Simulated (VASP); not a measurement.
Input of a VASP 6.6.1 run:

Contents of POSCAR:

```
AlNi2
1.0
    3.9740030242      0.0000000000      0.0000000000
   -1.9870015121      3.4415875737      0.0000000000
    0.0000000000      0.0000000000      4.9042588200
Al Ni
2 4
Direct
    0.3333333333      0.6666666667      0.1898740600
    0.6666666667      0.3333333333      0.8101259400
    0.3333333333      0.6666666667      0.6851100400
    0.6666666667      0.3333333333      0.3148899600
    0.0000000000      0.0000000000      0.5000000000
    0.0000000000      0.0000000000      0.0000000000
```

The input INCAR.step1:

```
  PREC = Accurate
  ENCUT = 520
  ISMEAR = 0
  SIGMA = 0.1
  LREAL = False
  LASPH = True
  NELM = 60
  NBANDS = 32
  GGA = PE
  ALGO = Normal
  EDIFF = 1E-4
  LWAVE = True
  LCHARG = False
```

INCAR.step2

```
  PREC = Accurate
  ENCUT = 520
  EDIFF = 1E-6
  ISMEAR = 0
  SIGMA = 0.1
  LREAL = False
  LASPH = True
  NELM = 60
  ALGO = Normal
  ISIF = 2
  LWAVE = False
  LCHARG = False
  METAGGA = R2SCAN
  LMIXTAU = True
  NBANDS = 32
  ISTART = 1
```

File KPOINTS:

```
regular mesh
0
Gamma
  12 12 6
```

Potentials or basis: VASP PAW PBE potentials, release 64 (Al, Ni).

Command:

```bash
$ cat potpaw_PBE.64/Al/POTCAR potpaw_PBE.64/Ni/POTCAR > POTCAR
$ cp INCAR.step1 INCAR
$ mpirun -np 1 vasp_std > vasp.out
$ cp INCAR.step2 INCAR
$ mpirun -np 1 vasp_std > vasp.out
```

**Question.** Predict the band gap on the k mesh.

**Answer.** Zero (bands 23 and 24 overlap by 4.37 eV).

**Question.** What does it give for the pressure?

**Answer.** 0.7 GPa.

**Question.** What does it give for the largest force?

**Answer.** 0.006 eV/Å.

Forces in eV/Å, atoms in the order of the input:
```
Al   0.000  0.000 -0.003
Al   0.000  0.000  0.003
Ni   0.000  0.000 -0.006
Ni   0.000  0.000  0.006
Ni   0.000  0.000  0.000
Ni   0.000  0.000  0.000
```

Caveat: the PAW data sets were made with another functional, which shifts forces and pressure a little. Spin polarisation is off, so any magnetic state and its effect on volume and gap are missing.
